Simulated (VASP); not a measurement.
# Mo (Im-3m) in VASP: further runs

Mo is run at these levels: r2SCAN, LDA, revPBE+D3(BJ); tasks: single point, relaxation of cell and atoms.

Everything below comes from runs of VASP 6.6.1. Logs are shortened: lines on timing, memory, paths and dates and some standing lists are left out, and cuts for length are marked.

## Step 1: The cell of the first run

The structure is cubic, space group Im-3m (No. 229). Conventional cell: a = 3.150 Å, b = 3.150 Å, c = 3.150 Å, α = 90.00°, β = 90.00°, γ = 90.00°. Within 3.6 Å of Mo (site symmetry m-3m) lie 14 Mo at 2.73 to 3.15 Å.

## Step 2: Single point, r2SCAN

File POSCAR:

```
Mo
1.0
   -1.5748815582      1.5748815582      1.5748815582
    1.5748815582     -1.5748815582      1.5748815582
    1.5748815582      1.5748815582     -1.5748815582
Mo
1
Direct
    0.0000000000      0.0000000000      0.0000000000
```

File INCAR.step1:

```
SYSTEM = Mo
PREC = Accurate ; ENCUT = 520
ISMEAR = -1 ; SIGMA = 0.05
LREAL = .False. ; LASPH = .True.
NELM = 100 ; NBANDS = 13
GGA = PE ; ALGO = Normal
EDIFF = 1E-4 ; LWAVE = .True.
LCHARG = .False.
```

File INCAR.step2:

```
SYSTEM = Mo
PREC = Accurate ; ENCUT = 520
EDIFF = 1E-7 ; ISMEAR = -1
SIGMA = 0.05 ; LREAL = .False.
LASPH = .True. ; NELM = 100
ALGO = Normal ; ISIF = 2
LWAVE = .False. ; LCHARG = .False.
METAGGA = R2SCAN ; LMIXTAU = .True.
NBANDS = 13 ; ISTART = 1
```

File KPOINTS:

```
regular mesh
0
Gamma
  12 12 12
  0 0 0
```

Potentials or basis: VASP PAW PBE potentials, release 64 (Mo_sv).

Command:

```bash
> cat potpaw_PBE.64/Mo_sv/POTCAR > POTCAR
> cp INCAR.step1 INCAR
> mpirun -np 1 vasp_std > vasp.out
> cp INCAR.step2 INCAR
> mpirun -np 1 vasp_std > vasp.out
```

OUTCAR:

```text
SYSTEM = Mo
   PREC = Accurate
   ENCUT = 520
   EDIFF = 1E-7
   ISMEAR = -1
   LREAL = .False.
   LASPH = .True.
   NELM = 100
   ISIF = 2
   METAGGA = R2SCAN
   ISTART = 1

 ion  position               nearest neighbor table
   1  0.000  0.000  0.000-

  LATTYP: Found a body centered cubic cell.
 ALAT       =     3.1497631164

  Lattice vectors:

 A1 = (  -1.5748815582,   1.5748815582,   1.5748815582)
 A2 = (   1.5748815582,  -1.5748815582,   1.5748815582)
 A3 = (   1.5748815582,   1.5748815582,  -1.5748815582)

Analysis of symmetry for initial positions (statically):
=====================================================================
 Subroutine PRICEL returns:
 Original cell was already a primitive cell.

 Routine SETGRP: Setting up the symmetry group for a
 body centered cubic supercell.

 Subroutine GETGRP returns: Found 48 space group operations
 (whereof 48 operations were pure point group operations)
 out of a pool of 48 trial point group operations.

The static configuration has the point symmetry O_h .

Analysis of symmetry for dynamics (positions and initial velocities):
=====================================================================
 Subroutine PRICEL returns:
 Original cell was already a primitive cell.

 Routine SETGRP: Setting up the symmetry group for a
 body centered cubic supercell.

 Subroutine GETGRP returns: Found 48 space group operations
 (whereof 48 operations were pure point group operations)
 out of a pool of 48 trial point group operations.

The dynamic configuration has the point symmetry O_h .

 Subroutine INISYM returns: Found 48 space group operations
 (whereof 48 operations are pure point group operations),
 and found     1 'primitive' translations

----------------------------------------------------------------------------------------

                                     Primitive cell

  volume of cell :      15.6244

  direct lattice vectors                    reciprocal lattice vectors
    -1.574881558  1.574881558  1.574881558     0.000000000  0.317484193  0.317484193
     1.574881558 -1.574881558  1.574881558     0.317484193  0.000000000  0.317484193
     1.574881558  1.574881558 -1.574881558     0.317484193  0.317484193  0.000000000

  length of vectors
     2.727774875  2.727774875  2.727774875     0.448990451  0.448990451  0.448990451

  position of ions in fractional coordinates (direct lattice)
     0.000000000  0.000000000  0.000000000

  ion indices of the primitive-cell ions
   primitive index   ion index
                 1           1

----------------------------------------------------------------------------------------

 KPOINTS: regular mesh

Automatic generation of k-mesh.
 Grid dimensions read from file:
 generate k-points for:   12   12   12

 Generating k-lattice:

  Cartesian coordinates                     Fractional coordinates (reciprocal lattice)
     0.000000000  0.026457016  0.026457016     0.083333333  0.000000000  0.000000000
     0.026457016  0.000000000  0.026457016     0.000000000  0.083333333  0.000000000
     0.026457016  0.026457016  0.000000000     0.000000000  0.000000000  0.083333333

  Length of vectors
     0.037415871  0.037415871  0.037415871

  Shift w.r.t. Gamma in fractional coordinates (k-lattice)
     0.000000000  0.000000000  0.000000000

 Subroutine IBZKPT returns following result:
 ===========================================

 Found     72 irreducible k-points:

 Following reciprocal coordinates:
            Coordinates               Weight
  0.000000  0.000000  0.000000      1.000000
  0.083333  0.000000  0.000000     12.000000
  0.166667  0.000000  0.000000     12.000000
  0.250000  0.000000  0.000000     12.000000
  0.333333  0.000000  0.000000     12.000000
  0.416667  0.000000  0.000000     12.000000
[... 16 lines left out ...]
  0.333333  0.083333  0.083333     24.000000
  0.416667  0.083333  0.083333     12.000000
 [... further k-points ...]
   k-points           NKPTS =     72   k-points in BZ     NKDIM =     72   number of bands    NBANDS=     13
   number of dos      NEDOS =    301   number of ions     NIONS =      1
   total plane-waves  NPLWV =   8000
   dimension x,y,z NGX =    20 NGY =   20 NGZ =   20
   dimension x,y,z NGXF=    40 NGYF=   40 NGZF=   40
   ions per type =               1
   NGX,Y,Z   is equivalent  to a cutoff of  12.19, 12.19, 12.19 a.u.
   NGXF,Y,Z  is equivalent  to a cutoff of  24.38, 24.38, 24.38 a.u.
 SYSTEM =  Mo
   PREC   = accura    normal or accurate (medium, high low for compatibility)
   ISTART =      1    job   : 0-new  1-cont  2-samecut
   ICHARG =      0    charge: 1-file 2-atom 10-const
   ISPIN  =      1    spin polarized calculation?
   LNONCOLLINEAR =      F non collinear calculations
   LSORBIT =      F    spin-orbit coupling
   LASPH  =      T    aspherical Exc in radial PAW
   ENCUT  =  520.0 eV  38.22 Ry    6.18 a.u.   5.07  5.07  5.07*2*pi/ulx,y,z
   NELM   =    100;   NELMIN=  2; NELMDL=  0     # of ELM steps
   EDIFF  = 0.1E-06   stopping-criterion for ELM
   LREAL  =      F    real-space projection
   EDIFFG = 0.1E-05   stopping-criterion for IOM
   NSW    =      0    number of steps for IOM
   IBRION =     -1    ionic relax: 0-MD 1-quasi-New 2-CG
   NFREE  =      0    steps in history (QN), initial steepest desc. (CG)
   ISIF   =      2    stress and relaxation
   ISYM   =      2    0-nonsym 1-usesym 2-fastsym
   POTIM  = 0.5000    time-step for ionic-motion
   TEBEG  =    0.0;   TEEND  =   0.0 temperature during run
   PSTRESS=    0.0 pullay stress
   NELECT =      14.0000    total number of electrons
   NUPDOWN=      -1.0000    fix difference up-down
   EMIN   =  10.00;   EMAX   =-10.00  energy-range for DOS
   EFERMI =   0.00;   METHOD = LEGACY
   ISMEAR =    -1;   SIGMA  =   0.05  broadening in eV -4-tet -1-fermi 0-gaus
   EFERMI_NEDOS =   21; number of points for ismear=-14 and -15
   IALGO  =     38    algorithm
   IMIX   =      4    mixing-type and parameters
     AMIX     =   0.40;   BMIX     =  1.00
     AMIX_MAG =   1.60;   BMIX_MAG =  1.00
  volume/ion in A,a.u.               =      15.62       105.44
  Fermi-wavevector in a.u.,A,eV,Ry     =   1.578276  2.982509 33.891501  2.490955
  Thomas-Fermi vector in A             =   2.678831
   LORBIT       =      0    0 simple, 1 ext, 2 COOP (PROOUT), +10 PAW based schemes
   METAGGA = R2SCAN    functional components
   LHFCALC =     F    Hartree Fock is set to
   AEXX    =    0.0000 exact exchange contribution
   IVDW    =     0    specifies the selected vdW correction
   LEPSILON=     F    determine dielectric tensor
   LRPA    =     F    only Hartree local field effects (RPA)
 non-spin polarized calculation
  energy-cutoff  :      520.00
  volume of cell :       15.62
 maximum number of plane-waves:       434
   NGX = 11   NGY = 11   NGZ = 11

 number of electron      14.0000002 magnetization

 Free energy of the ion-electron system (eV)
  ---------------------------------------------------
  ext. energy  EPLUGINS =         0.00000000
  ---------------------------------------------------
  free energy    TOTEN  =       -26.09579942 eV

  energy without entropy =      -26.09315965  energy(sigma->0) =      -26.09447953

 E-fermi :  12.5440     XC(G=0): -14.6390

 val. band max:       12.5212905627   @ k =   0.5000   0.5000   0.0833
 cond. band min:      12.5480274962   @ k =  -0.1667   0.2500   0.0833
 fundamental gap:      0.0267369335
 Fermi energy:        12.5439682888

 k-point     1 :       0.0000    0.0000    0.0000
  band No.  band energies     occupation
      1     -50.6635      2.00000
      2     -23.1339      2.00000
      3     -23.1339      2.00000
      4     -23.1339      2.00000
      5       4.8930      2.00000
      6      11.1336      2.00000
      7      11.1336      2.00000
      8      11.1336      2.00000
      9      14.4757      0.00000
     10      14.4757      0.00000
     11      28.0532      0.00000
     12      28.0532      0.00000
     13      28.0532      0.00000

 k-point     2 :       0.0833    0.0000    0.0000
  band No.  band energies     occupation
      1     -50.6443      2.00000
      2     -23.2422      2.00000
      3     -23.1670      2.00000
      4     -23.1347      2.00000
      5       5.2131      2.00000
      6      10.9523      2.00000
      7      11.0974      2.00000
      8      11.4344      2.00000
      9      14.2189      0.00000
     10      14.4790      0.00000
     11      28.2818      0.00000
     12      28.5941      0.00000
     13      28.6528      0.00000

 k-point     3 :       0.1667    0.0000    0.0000
  band No.  band energies     occupation
      1     -50.5914      2.00000
      2     -23.5320      2.00000
      3     -23.2567      2.00000
      4     -23.1369      2.00000
      5       6.0584      2.00000
      6      10.4922      2.00000
      7      10.9381      2.00000
      8      12.3076      1.98244
      9      13.8496      0.00000
     10      14.5151      0.00000
     11      28.6006      0.00000
     12      29.7131      0.00000
     13      30.1189      0.00000
[... 305 lines left out ...]
 k-point    23 :       0.3333    0.0833    0.0833
  band No.  band energies     occupation
      1     -50.3817      2.00000
      2     -24.4786      2.00000
      3     -23.6366      2.00000
      4     -23.2443      2.00000
      5       7.6815      2.00000
      6       9.0516      2.00000
      7      12.1005      1.99972
      8      14.5496      0.00000
      9      15.0994      0.00000
     10      18.4318      0.00000
     11      25.2359      0.00000
     12      26.0697      0.00000
     13      29.9723      0.00000

 k-point    24 :       0.4167    0.0833    0.0833
  band No.  band energies     occupation
      1     -50.3638      2.00000
      2     -24.5441      2.00000
      3     -23.6842      2.00000
      4     -23.2475      2.00000
      5       7.5601      2.00000
      6       8.9581      2.00000
      7      12.8040      0.01097
      8      14.6290      0.00000
      9      15.1872      0.00000
     10      19.1678      0.00000
     11      24.2358      0.00000
     12      25.6469      0.00000
     13      29.4155      0.00000

 [... further k-points ...]
[... 5 lines left out ...]
  --------------------------------------------------------------------------------------
  -------------------------------------------------------------------------------------
  Total        0.1122868      0.1122868      0.1122868      0.0000000     -0.0000000      0.0000000
  in kB       11.5142445     11.5142445     11.5142445      0.0000000     -0.0000000      0.0000000
  external PRESSURE =      11.5142445 kB  Pullay stress =       0.0000000 kB

 VOLUME and BASIS-vectors are now :
 -----------------------------------------------------------------------------
  energy-cutoff  :      520.00
  volume of cell :       15.62
      direct lattice vectors                 reciprocal lattice vectors
    -1.574881558  1.574881558  1.574881558     0.000000000  0.317484193  0.317484193
     1.574881558 -1.574881558  1.574881558     0.317484193  0.000000000  0.317484193
     1.574881558  1.574881558 -1.574881558     0.317484193  0.317484193  0.000000000

 POSITION                                       TOTAL-FORCE (eV/Angst)
 -----------------------------------------------------------------------------------
      0.00000      0.00000      0.00000         0.000000      0.000000      0.000000
 -----------------------------------------------------------------------------------
    total drift:                                0.000000      0.000000      0.000000

  FREE ENERGIE OF THE ION-ELECTRON SYSTEM (eV)
  ---------------------------------------------------
  free  energy   TOTEN  =       -26.0957994158 eV

  energy  without entropy=      -26.0931596539  energy(sigma->0) =      -26.09447953
```

Run time: 57 s. Hardware: 1 thread of AMD EPYC 7R43 (Zen 3), shared host; peak memory 0.1 GiB.

What came out:

* Free energy: -26.0958 eV
* Pressure: 1.2 GPa
* Band gap on the k mesh: zero (band 7 reaches 16.70 eV, above the bottom of band 8 at 11.13 eV)

Caveat: the PAW data sets were made with another functional, which shifts forces and pressure a little.

## Step 3: Relaxation of cell and atoms, LDA

This run uses another cell than the first one, of 15.89 Å³/atom, 1.017 times its volume.

File INCAR:

```
PREC = Accurate ; ENCUT = 600
EDIFF = 1E-6 ; ISMEAR = -1
SIGMA = 0.05 ; LREAL = F
LASPH = T ; NELM = 80
ALGO = Fast ; ISIF = 3
LWAVE = F ; LCHARG = F
IBRION = 2 ; NSW = 60
EDIFFG = -0.01
```

File KPOINTS:

```
Automatic mesh
0
Gamma
  12 12 12
```

File POSCAR:

```
Mo
1.0
   -1.5838089719      1.5838089719      1.5838089719
    1.5838089719     -1.5838089719      1.5838089719
    1.5838089719      1.5838089719     -1.5838089719
Mo
1
Direct
    0.0000000000      0.0000000000      0.0000000000
```

Potentials or basis: VASP PAW LDA potentials, release 64 (Mo_sv).

Command:

```bash
> cat potpaw_LDA.64/Mo_sv/POTCAR > POTCAR
> mpirun -np 1 vasp_std > vasp.out
```

It took 80 s on 1 thread of AMD EPYC 7R43 (Zen 3), shared host; peak memory 0.11 GiB.

Results (log left out):

| Quantity | Value |
| --- | --- |
| Free energy | -12.1475 eV |
| Relaxed volume | 15.12 Å³/atom |
| Relaxed cell | a = 2.698 Å, b = 2.698 Å, c = 2.698 Å, α = 109.47°, β = 109.47°, γ = 109.47° |
| Space group after relaxing (to 0.05 Å) | Im-3m (No. 229) |
| Energy gained by relaxing | 33.2 meV/atom |
| Ionic steps | 7 |
| Pressure after relaxing | 0.0 GPa |
| Band gap on the k mesh | zero (band 7 reaches 17.21 eV, above the bottom of band 8 at 11.57 eV) |

Step by step:
```csv
step,energy change (eV),largest force (eV/Å),pressure (GPa),volume (Å³)
1,0.0000,0.0000,-13.14,15.89
2,0.2919,0.0000,57.34,13.08
3,-0.0331,0.0000,-1.03,15.17
4,-0.0332,0.0000,-0.15,15.13
5,-0.0332,0.0000,0.20,15.11
6,-0.0332,0.0000,-0.51,15.15
7,-0.0332,0.0000,0.05,15.12
```

Final structure:
```
CELL_PARAMETERS angstrom
-1.55777 1.55777 1.55777
1.55777 -1.55777 1.55777
1.55777 1.55777 -1.55777
ATOMIC_POSITIONS crystal
Mo 0.00000 0.00000 0.00000
```

Levels at points of the mesh, in eV from the Fermi level:
```
           k point  band 3  band 4  band 5  band 6  band 7  band 8  band 9  band 10  band 11
(0.00, 0.00, 0.00)  -34.25  -34.25   -7.27   -1.38   -1.38   -1.38    1.74     1.74    14.93
(0.50, 0.00, 0.00)  -34.75  -34.26   -5.48   -3.52    1.80    1.87    2.45     5.07    12.09
(0.50, 0.50, 0.50)  -35.33  -35.33   -5.67   -5.67    4.26    4.26    4.26     9.37     9.37
```

(Part 1 of 2 ends here.)
